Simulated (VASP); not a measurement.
Set up this calculation in VASP 6.6.1, as the native input.

```yaml
Task: single point
Functional: PBE
Potentials_or_basis: VASP PAW PBE potentials, release 64 (Mg, Si, N)
Cutoff: 600 eV
k_mesh: 6 × 6 × 4
Occupations: gaussian, width 0.2 eV
Spin: no spin polarisation
Dipole_correction: no
Further_INCAR_settings: ALGO = Normal; EDIFF = 1e-06; NBANDS = 26
```

The structure of Mg2Si3N3 lies in POSCAR:

```
Mg2Si3N3
1.0
    2.9144210152     -3.3510489127     -0.0008669642
    2.9144210152      3.3510489127     -0.0008669642
   -1.5719131974      0.0000000000      5.7384645283
Mg Si N
2 3 3
Direct
    0.1597203538      0.1597203538      0.3708673235
    0.6490105700      0.6490105700      0.2674119805
    0.7514946818      0.2884838115      0.7209964395
    0.2056589035      0.2056589035      0.9599301618
    0.2884838115      0.7514946818      0.7209964395
    0.4972020949      0.4972020949      0.8673697601
    0.4974085755      0.9498507671      0.5461945728
    0.9498507671      0.4974085755      0.5461945728
```

The input as run:

INCAR

```
SYSTEM = Mg2Si3N3
PREC = Accurate
ENCUT = 600
EDIFF = 1E-6
ISMEAR = 0
SIGMA = 0.2
LREAL = .False.
LASPH = .True.
NELM = 120
ALGO = Normal
ISIF = 2
LWAVE = .False.
LCHARG = .False.
GGA = PE
NBANDS = 26
GGA_COMPAT = .False.
```

KPOINTS

```
regular mesh
0
Gamma
  6 6 4
  0 0 0
```

Potentials or basis: VASP PAW PBE potentials, release 64 (Mg, Si, N).

Launch:

```sh
$ cat potpaw_PBE.64/Mg/POTCAR potpaw_PBE.64/Si/POTCAR potpaw_PBE.64/N/POTCAR > POTCAR
$ mpirun -np 1 vasp_std > vasp.out
```

Results of the run:

```
Pressure               : -0.2 GPa
Largest force          : 0.027 eV/Å
Band gap on the k mesh : zero (an odd number of electrons rules out a gap without spin polarisation)
```

Wall time 59 s on 1 thread of Intel(R) Xeon(R) 6975P-C (Granite Rapids) (shared host), peak memory 0.33 GiB.
